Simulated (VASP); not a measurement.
Runs of VASP 6.6.1 on C. The structure is that of space group R-3m (No. 166), or close to it. The cells are those of the table. 

```tsv
task	level	potentials or basis	cell	cutoff (eV)	pressure (GPa)	relaxed volume (Å³/atom)	largest force (eV/Å)
relaxation of cell and atoms	PBEsol+D3(BJ)	VASP PAW PBE potentials, release 64 (C)	relaxed from a = 2.456, b = 2.456, c = 3.765 Å, angles 108.5, 108.5, 60.0°, 2 atoms	600	0.2	8.54	0.02
single point	LDA	VASP PAW LDA potentials, release 64 (C)	a = 2.445, b = 2.445, c = 3.623 Å, angles 109.6, 109.6, 60.0°, 2 atoms	520	0.8	-	-
relaxation of cell and atoms	r2SCAN+D4	VASP PAW PBE potentials, release 64 (C)	relaxed from a = 2.456, b = 2.456, c = 3.765 Å, angles 108.5, 108.5, 60.0°, 2 atoms	600	-0.3	(a)	0.02
relaxation of cell and atoms	LDA	VASP PAW LDA potentials, release 64 (C)	relaxed from a = 2.456, b = 2.456, c = 3.765 Å, angles 108.5, 108.5, 60.0°, 2 atoms	600	-0.1	(b)	0.02
single point	r2SCAN+D4	VASP PAW PBE potentials, release 64 (C)	a = 2.453, b = 2.453, c = 3.666 Å, angles 109.5, 109.5, 60.0°, 2 atoms	520	0.7	-	-
```

Alike in all rows: no spin polarisation; k mesh 16 × 16 × 9; smearing methfessel-paxton 0.1 eV.

Problem. Estimate the missing entries.

Solution. (a) 8.74; (b) 8.76.

Caveats: the PAW data sets were made with another functional, which shifts forces and pressure a little (at least some runs); the relaxation stopped at a loose force limit of 0.05 eV/Å, so its end isn't a converged minimum (at least some runs).
